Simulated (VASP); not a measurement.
Write the native input for VASP 6.6.1 that does the following.

| Property | Result |
| --- | --- |
| Task | single point |
| Functional | PBE |
| Dispersion | D3(BJ) |
| Potentials or basis | VASP PAW PBE potentials, release 64 (Pb_d, Se) |
| Cutoff | 520 eV |
| k mesh | 10 × 10 × 10 |
| Occupations | gaussian, width 0.03 eV |
| Spin | no spin polarisation |
| Dipole correction | no |
| Further INCAR settings | ALGO = Normal; EDIFF = 1e-07; NBANDS = 17 |

The structure of PbSe lies in POSCAR:

```
PbSe
1.0
   -0.1686898036      3.4044669445      3.0670873374
    3.4044669445     -0.1686898036      3.0670873374
    3.2357771410      3.2357771410      0.0000000000
Pb Se
1 1
Direct
    0.0000000000      0.0000000000      0.0000000000
    0.5000000000      0.5000000000      0.5000000000
```

These files were run (other wordings do the same):

INCAR

```
SYSTEM = PbSe
  ALGO = Normal
  EDIFF = 1E-7
  ENCUT = 520
  GGA = PE
  ISIF = 2
  ISMEAR = 0
  IVDW = 12
  LASPH = .TRUE.
  LCHARG = .FALSE.
  LREAL = .FALSE.
  LWAVE = .FALSE.
  NBANDS = 17
  NELM = 60
  PREC = Accurate
  SIGMA = 0.03
```

KPOINTS

```
k-points
0
G
  10 10 10
  0 0 0
```

Potentials or basis: VASP PAW PBE potentials, release 64 (Pb_d, Se).

Launch:

```sh
$ cat potpaw_PBE.64/Pb_d/POTCAR potpaw_PBE.64/Se/POTCAR > POTCAR
$ mpirun -np 1 vasp_std > vasp.out
```

Results of the run:

| Quantity | Value |
| --- | --- |
| Pressure | -5.7 GPa |
| Band gap on the k mesh | 0.31 eV (least direct gap 0.37 eV) |
| Dispersion energy per atom | -0.321 eV |

Caveat: the cell stands under tension; spin-orbit coupling is left out, which moves the levels of the heavy elements.

Wall time 75 s on 1 thread of Intel(R) Xeon(R) 6975P-C (Granite Rapids), with other jobs on the host, peak memory 0.36 GiB.
